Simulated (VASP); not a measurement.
O, 2 atoms in the cell. The structure is trigonal, space group R-3m (No. 166). The conventional cell has a = 2.847 Å, b = 2.847 Å, c = 10.225 Å, α = 90.00°, β = 90.00°, γ = 120.00°. O (site symmetry 3m) has 1 O at 1.18 Å within 1.6 Å. 

* Program: VASP 6.6.1
* Task: single point
* Functional: LDA
* Potentials or basis: VASP PAW LDA potentials, release 64 (O)
* Cutoff: 600 eV
* k mesh: 3 × 3 × 3, shifted
* Occupations: methfessel-paxton, width 0.012 eV
* Spin: no spin polarisation
* Dipole correction: no
* Further INCAR settings: ALGO = Normal; EDIFF = 1e-06; NBANDS = 13; ISYM = 0

Potentials or basis: VASP PAW LDA potentials, release 64 (O).

Run with:

```bash
$ cat potpaw_LDA.64/O/POTCAR > POTCAR
$ mpirun -np 1 vasp_std > vasp.out
```

Hardware: 1 thread of AMD EPYC 9R45 96-Core Processor (Zen 5) (shared host).

Q: How long does it take, and how much memory?

A: It took 11 s on 1 thread of AMD EPYC 9R45 96-Core Processor (Zen 5), on a shared host, peak memory 0.11 GiB. Counts: scf iterations 11, k points 42.
